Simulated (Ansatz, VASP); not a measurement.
TiO: VASP beside Ansatz

Contents of INCAR:

```
SYSTEM = TiO
PREC     = Accurate       ! precision mode
ENCUT    = 520            ! plane-wave cutoff, eV
EDIFF    = 1E-6           ! SCF threshold, eV
ISMEAR   = 0              ! smearing method
SIGMA    = 0.15           ! smearing width, eV
LREAL    = .FALSE.        ! projectors in reciprocal space
LASPH    = .TRUE.         ! aspherical terms in the spheres
NELM     = 60             ! most SCF steps
ALGO     = Normal         ! electronic algorithm
ISIF     = 2              ! what is computed and relaxed
LWAVE    = .FALSE.        ! write WAVECAR
LCHARG   = .FALSE.        ! write CHGCAR
GGA      = PS             ! functional
NBANDS   = 16             ! bands
```

The input KPOINTS:

```
regular mesh
0
G
  30 30 24
  0 0 0
```

The input POSCAR:

```
TiO
1.0
    2.6244420451      0.0000000000      0.0000000000
   -1.3122210226      2.2728334818      0.0000000000
    0.0000000000      0.0000000000      3.1551915516
Ti O
1 1
Direct
    0.6666666667      0.3333333333      0.0000000000
    0.0000000000      0.0000000000      0.5000000000
```

Input for Ansatz:

```yaml
crystal:
  lattice:
    - [2.6244420451, 0.0, 0.0]
    - [-1.3122210226, 2.2728334818, 0.0]
    - [0.0, 0.0, 3.1551915516]
  atoms:
    - { symbol: Ti, position: [0.6666666667, 0.3333333333, 0.0] }
    - { symbol: O, position: [0.0, 0.0, 0.5] }
basis:
  ecutwfc: 420
kpoints:
  mp_grid: { grid: [30, 30, 24] }
hamiltonian:
  xc: pbesol
scf:
  occupations: { method: gaussian, width: 0.15 }
output:
  forces: true
  stress: true
  eigenvalues: true
```

Alike in both runs: task single point; functional PBEsol; k mesh 30 × 30 × 24; occupations gaussian, width 0.15 eV; no spin polarisation.

|  | VASP | Ansatz |
| --- | --- | --- |
| version | VASP 6.6.1 | Ansatz 0.2.0 |
| potentials or method | VASP PAW PBE potentials, release 64 (Ti_sv, O), cutoff 520 eV | scalar-relativistic, plane waves, PAW |
| valence electrons in the cell | 18 | 18 |

|  | VASP | Ansatz | Ansatz less VASP |
| --- | --- | --- | --- |
| gap on the k mesh at the Fermi level (eV) | none | none | - |
| pressure (GPa) | -0.6 | -1.0 | -0.43 |
| traceless stress, the component that is largest in VASP (GPa) | -54.63 | -54.97 | -0.337 |

VASP's potentials were made for PBE, not for PBEsol. A gap of «none» marks a metal or a gap that the smearing closes. With one functional, cell and mesh, what is left measures potentials, basis and numerics.
